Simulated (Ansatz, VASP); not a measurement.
# CuAu in VASP and in Ansatz

```
Cu Au
1.0
     2.81854    0.00000    0.00000
     0.00000    2.81854    0.00000
     0.00000    0.00000    3.69431
Cu Au
1 1
Direct
  0.50000 0.50000 0.50000
  0.00000 0.00000 0.00000
```

Change from the starting cell: volume scaled by 1.02, crystal datasets.

Alike in both runs: task electric field gradients; functional PBEsol; k mesh 13 × 13 × 10; occupations fermi-dirac, width 0.05 eV; no spin polarisation.

|  | VASP | Ansatz |
| --- | --- | --- |
| version | VASP 6.6.1 | Ansatz 0.2.0 |
| potentials or method | VASP PAW PBE potentials, release 64 (Cu, Au), cutoff 520 eV | all-electron PAW with datasets made for the crystal, scalar-relativistic |

Ansatz gave:

| Item | Value |
| --- | --- |
| pressure (GPa) | -5.0 |
| traceless stress, the component that is largest in VASP (GPa) | 0.37 |
| size of Vzz on the site where it differs most (V/Å²) | 50.3 |

Problem. Which values does VASP return?

Solution. Pressure (GPa): -5.0; traceless stress, the component that is largest in VASP (GPa): 0.43; size of Vzz on the site where it differs most (V/Å²): 75.2.

VASP's potentials were made for PBE, not for PBEsol. Ansatz ran all-electron here, and VASP with PAW potentials.

Spin-orbit coupling is off throughout.
